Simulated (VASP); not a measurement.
# GaSb in VASP: notebook, part 2 of 2

VASP 6.6.1. The steps go on from the part before.

## Step 3: Single point, PBEsol, collinear spin

This run uses another cell than the first one.

Contents of INCAR:

```
PREC     = Accurate       # precision mode
ENCUT    = 520            # plane-wave cutoff, eV
EDIFF    = 1E-6           # SCF threshold, eV
ISMEAR   = 0              # smearing method
SIGMA    = 0.05           # smearing width, eV
LREAL    = False          # projectors in reciprocal space
LASPH    = True           # aspherical terms in the spheres
NELM     = 150            # most SCF steps
ALGO     = Normal         # electronic algorithm
ISIF     = 2              # what is computed and relaxed
LWAVE    = False          # write WAVECAR
LCHARG   = False          # write CHGCAR
ISPIN    = 2              # spin polarisation
MAGMOM   = 0.5 0.5        # initial moments
LORBIT   = 11             # projections on sites
GGA      = PS             # functional
NBANDS   = 20             # bands
```

Contents of KPOINTS:

```
Automatic mesh
0
Gamma
  1 1 15
```

Contents of POSCAR:

```
GaSb
1.0
   10.1000000000      0.0000000000      0.0000000000
    0.0000000000      9.3000000000      0.0000000000
    0.0000000000      0.0000000000      4.2869081190
Ga Sb
1 1
Direct
    0.4469442064      0.5000000000      0.0000000000
    0.5530557936      0.5000000000      0.5000000000
```

Potentials or basis: VASP PAW PBE potentials, release 64 (Ga_d, Sb).

Started as:

```
$ cat potpaw_PBE.64/Ga_d/POTCAR potpaw_PBE.64/Sb/POTCAR > POTCAR
$ mpirun -np 1 vasp_std > vasp.out
```

OUTCAR:

```text
PREC = Accurate
   ENCUT = 520
   EDIFF = 1E-6
   ISMEAR = 0
   LREAL = False
   LASPH = True
   NELM = 150
   ISIF = 2
   ISPIN = 2
   LORBIT = 11
   GGA = PS

 ion  position               nearest neighbor table
   1  0.447  0.500  0.000-   2 2.40   2 2.40
   2  0.553  0.500  0.500-   1 2.40   1 2.40

  LATTYP: Found a simple orthorhombic cell.
 ALAT       =     4.2869081190
 B/A-ratio  =     2.1693956908
 C/A-ratio  =     2.3560103738

  Lattice vectors:

 A1 = (   0.0000000000,   0.0000000000,  -4.2869081190)
[... 563 lines left out ...]
  external PRESSURE =       5.8192182 kB  Pullay stress =       0.0000000 kB

 VOLUME and BASIS-vectors are now :
 -----------------------------------------------------------------------------
  energy-cutoff  :      520.00
  volume of cell :      402.67
      direct lattice vectors                 reciprocal lattice vectors
    10.100000000  0.000000000  0.000000000     0.099009901  0.000000000  0.000000000
     0.000000000  9.300000000  0.000000000     0.000000000  0.107526882  0.000000000
     0.000000000  0.000000000  4.286908119     0.000000000  0.000000000  0.233268354

 POSITION                                       TOTAL-FORCE (eV/Angst)
 -----------------------------------------------------------------------------------
      4.51414      4.65000      0.00000        -0.967224      0.000000      0.000000
      5.58586      4.65000      2.14345         0.967224      0.000000      0.000000
 -----------------------------------------------------------------------------------
    total drift:                                0.000289      0.000000     -0.000000

  FREE ENERGIE OF THE ION-ELECTRON SYSTEM (eV)
  ---------------------------------------------------
  free  energy   TOTEN  =        -5.6676613546 eV

  energy  without entropy=       -5.6656972050  energy(sigma->0) =       -5.66667928

 total charge

# of ion       s       p       d       tot
------------------------------------------
    1        1.027   0.672   9.952  11.651
    2        1.174   1.316   0.021   2.511
--------------------------------------------------
tot          2.201   1.988   9.973  14.162

 magnetization (x)

# of ion       s       p       d       tot
------------------------------------------
    1        0.012   0.029   0.002   0.042
    2       -0.000   0.051   0.001   0.051
--------------------------------------------------
tot          0.012   0.079   0.002   0.093
```

OSZICAR:

```text
N       E                     dE             d eps       ncg     rms          rms(c)
DAV:   1     0.684574664917E+02    0.68457E+02   -0.64025E+03   768   0.600E+02
DAV:   2     0.431814411421E+00   -0.68026E+02   -0.64312E+02   780   0.133E+02
[... 14 lines left out ...]
DAV:  17    -0.566752260113E+01   -0.23858E-03   -0.21640E-05   676   0.161E-02    0.329E-03
DAV:  18    -0.566759231871E+01   -0.69718E-04   -0.57263E-06   648   0.101E-02    0.231E-03
DAV:  19    -0.566763895127E+01   -0.46633E-04   -0.33738E-06   640   0.598E-03    0.114E-03
DAV:  20    -0.566765546534E+01   -0.16514E-04   -0.15431E-06   680   0.359E-03    0.765E-04
DAV:  21    -0.566766035865E+01   -0.48933E-05   -0.46899E-07   672   0.172E-03    0.445E-04
DAV:  22    -0.566766135460E+01   -0.99595E-06   -0.77198E-08   592   0.897E-04
   1 F= -.56676614E+01 E0= -.56666793E+01  d E =-.196415E-02  mag=     0.2334
```

It took 6.6 min on 1 thread of Intel Xeon 8259CL, shared host; peak memory 0.61 GiB.

Results:

- Free energy: -5.6677 eV
- Largest force: 0.967 eV/Å
- Net moment: 0.23 μB per cell
- Site moments: Ga +0.04; Sb +0.05 μB
- Valence electrons inside the program's atomic spheres: Ga 11.65; Sb 2.51

Forces in eV/Å, atoms in the order of the input:
```
Ga  -0.967  0.000  0.000
Sb   0.967  0.000  0.000
```

Levels at points of the mesh, in eV from the Fermi level:
Spin up:
| k point | band 7 | band 8 | band 9 | band 10 | band 11 | band 12 |
| --- | --- | --- | --- | --- | --- | --- |
| (0.00, 0.00, 0.00) | -3.33 | -1.90 | -1.48 | 1.13 | 2.06 | 3.61 |
Spin down:
```tsv
k point	band 5	band 6	band 7	band 8	band 9	band 10	band 11	band 12	band 13	band 14
(0.00, 0.00, 0.00)	-15.14	-9.96	-3.22	-1.83	-1.37	1.20	2.18	3.71	4.05	4.99
```

Caveat: a moment this small can come from the mesh or the smearing; the PAW data sets were made with another functional, which shifts forces and pressure a little; spin-orbit coupling is left out, which moves the levels of the heavy elements.

## Step 4: Single point, PBEsol, collinear spin

This run uses another cell than the first one.

Contents of INCAR:

```
SYSTEM = GaSb
PREC     = Accurate       ! precision mode
ENCUT    = 520            ! plane-wave cutoff, eV
EDIFF    = 1E-6           ! SCF threshold, eV
ISMEAR   = 0              ! smearing method
SIGMA    = 0.05           ! smearing width, eV
LREAL    = .FALSE.        ! projectors in reciprocal space
LASPH    = .TRUE.         ! aspherical terms in the spheres
NELM     = 150            ! most SCF steps
ALGO     = Normal         ! electronic algorithm
ISIF     = 2              ! what is computed and relaxed
LWAVE    = .FALSE.        ! write WAVECAR
LCHARG   = .FALSE.        ! write CHGCAR
ISPIN    = 2              ! spin polarisation
MAGMOM   = 0.5 0.5        ! initial moments
LORBIT   = 11             ! projections on sites
GGA      = PS             ! functional
NBANDS   = 20             ! bands
```

Contents of KPOINTS:

```
regular mesh
0
G
  1 1 15
  0 0 0
```

Contents of POSCAR:

```
GaSb
1.0
   10.1000000000      0.0000000000      0.0000000000
    0.0000000000      9.3000000000      0.0000000000
    0.0000000000      0.0000000000      4.3241349922
Ga Sb
1 1
Direct
    0.4374648871      0.5000000000      0.0000000000
    0.5625351129      0.5000000000      0.5000000000
```

Started as:

```
$ cat potpaw_PBE.64/Ga_d/POTCAR potpaw_PBE.64/Sb/POTCAR > POTCAR
$ mpirun -np 1 vasp_std > vasp.out
```

Run time: 6.4 min. Hardware: 1 thread of Intel Xeon 8259CL, shared host; peak memory 0.6 GiB.

The run converged. Its results:

```yaml
Free_energy: -5.7690 eV
Largest_force: 0.029 eV/Å
Band_gap_on_the_k_mesh: 0.11 eV
Net_moment: 0.00 μB per cell
Valence_electrons_inside_the_program's_atomic_spheres: Ga 11.57; Sb 2.45
```

Forces in eV/Å, atoms in the order of the input:
```
Ga  -0.029  0.000  0.000
Sb   0.029  0.000  0.000
```

Levels at points of the mesh, in eV from the valence-band top:
Spin up:
```csv
k point,band 6,band 7,band 8,band 9,band 10,band 11,band 12,band 13
"(0.00, 0.00, 0.00)",-9.56,-3.44,-1.26,-1.12,1.26,2.15,3.45,4.06
```
Spin down:
```tsv
k point	band 5	band 6	band 7	band 8	band 9	band 10	band 11	band 12	band 13	band 14
(0.00, 0.00, 0.00)	-14.77	-9.56	-3.44	-1.26	-1.12	1.26	2.15	3.45	4.06	5.03
```

Caveat: semilocal functionals underestimate gaps, and a narrow one can read as zero; the PAW data sets were made with another functional, which shifts forces and pressure a little; spin-orbit coupling is left out, which moves the levels of the heavy elements.

## Step 5: Single point, PBEsol, collinear spin

This run uses another cell than the first one.

Contents of INCAR:

```
  PREC = Accurate
  ENCUT = 520
  EDIFF = 1E-6
  ISMEAR = 0
  SIGMA = 0.05
  LREAL = False
  LASPH = True
  NELM = 150
  ALGO = Normal
  ISIF = 2
  LWAVE = False
  LCHARG = True
  ISPIN = 2
  MAGMOM = 0.5 0.5
  LORBIT = 11
  GGA = PS
  LELF = True
  LVHAR = True
  NBANDS = 20
```

Contents of KPOINTS:

```
Automatic mesh
0
Gamma
  1 1 25
```

Contents of POSCAR:

```
GaSb
1.0
   11.1000000000      0.0000000000      0.0000000000
    0.0000000000      9.3000000000      0.0000000000
    0.0000000000      0.0000000000      2.5245125590
Ga Sb
1 1
Direct
    0.4034480153      0.5000000000      0.0000000000
    0.5965519847      0.5000000000      0.5000000000
```

Started as:

```
$ cat potpaw_PBE.64/Ga_d/POTCAR potpaw_PBE.64/Sb/POTCAR > POTCAR
$ mpirun -np 1 vasp_std > vasp.out
```

Wall time 5.2 min (1 thread of Intel Xeon 8259CL, shared host); peak memory 0.47 GiB.

The run converged. Its results:

```yaml
Free_energy: -5.0403 eV
Largest_force: 3.806 eV/Å
Band_gap_on_the_k_mesh: zero (filled and empty bands overlap)
Net_moment: 0.00 μB per cell
Valence_electrons_inside_the_program's_atomic_spheres: Ga 11.76; Sb 2.65
```

Forces on the atoms (eV/Å):
```
Ga  -3.806  0.000  0.000
Sb   3.806  0.000  0.000
```

Levels at points of the mesh, in eV from the Fermi level:
Spin up:
| k point | band 5 | band 6 | band 7 | band 8 | band 9 | band 10 | band 11 | band 12 | band 13 | band 14 |
| --- | --- | --- | --- | --- | --- | --- | --- | --- | --- | --- |
| (0.00, 0.00, 0.00) | -15.12 | -13.31 | -7.62 | -3.95 | -2.76 | 0.16 | 2.64 | 3.09 | 3.72 | 4.37 |
Spin down:
| k point | band 7 | band 8 | band 9 | band 10 | band 11 | band 12 |
| --- | --- | --- | --- | --- | --- | --- |
| (0.00, 0.00, 0.00) | -7.62 | -3.95 | -2.76 | 0.16 | 2.64 | 3.09 |

Caveat: the PAW data sets were made with another functional, which shifts forces and pressure a little; spin-orbit coupling is left out, which moves the levels of the heavy elements.

## Step 6: The runs side by side

```tsv
cell	k mesh	gap on the mesh (eV)	moment (μB)	largest force (eV/Å)
a = 9.000, b = 9.300, c = 4.763 Å, 2 atoms, atomic positions A	1 × 1 × 14	none	0.43	3.60
a = 10.100, b = 9.300, c = 4.287 Å, 2 atoms, atomic positions B	1 × 1 × 15	none	0.23	0.97
a = 10.100, b = 9.300, c = 4.324 Å, 2 atoms, atomic positions C	1 × 1 × 15	0.11	0.00	0.03
a = 11.100, b = 9.300, c = 2.525 Å, 2 atoms, atomic positions D	1 × 1 × 25	none	0.00	3.81
```

Alike in all rows: task single point; level PBEsol; potentials or basis VASP PAW PBE potentials, release 64 (Ga_d, Sb); spin collinear; cutoff (eV) 520; smearing gaussian 0.05 eV.

Caveats: the PAW data sets were made with another functional, which shifts forces and pressure a little; spin-orbit coupling is left out, which moves the levels of the heavy elements; a moment this small can come from the mesh or the smearing (at least some runs); semilocal functionals underestimate gaps, and a narrow one can read as zero (at least some runs).

Absolute energies hang on the potentials; compare differences alone.
